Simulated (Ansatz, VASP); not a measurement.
**One calculation of BaS, two programs**

```
Ba S
1.0
     3.83376    0.00000    0.00000
     0.00000    3.83376    0.00000
     0.00000    0.00000    3.83376
Ba S
1 1
Direct
  0.00000 0.00000 0.00000
  0.50000 0.50000 0.50000
```

Alike in both runs: task single point; functional LDA; k mesh 6 × 6 × 6; no spin polarisation.

```csv
,VASP,Ansatz
version,VASP 6.6.1,Ansatz 0.2.0
potentials or method,"VASP PAW LDA potentials, release 64 (Ba_sv, S)","plane waves, PAW"
plane-wave cutoff (eV),520,420
occupations,"gaussian, width 0.01 eV",fixed
valence electrons in the cell,16,16
```

|  | VASP | Ansatz | Ansatz less VASP |
| --- | --- | --- | --- |
| gap on the k mesh at the Fermi level (eV) | 1.24 | 1.38 | +0.139 |
| pressure (GPa) | -2.9 | -3.9 | -0.97 |

LDA's correlation is that of Perdew and Zunger in VASP and of Perdew and Wang (1992) in Ansatz.

Spin-orbit coupling is off throughout.
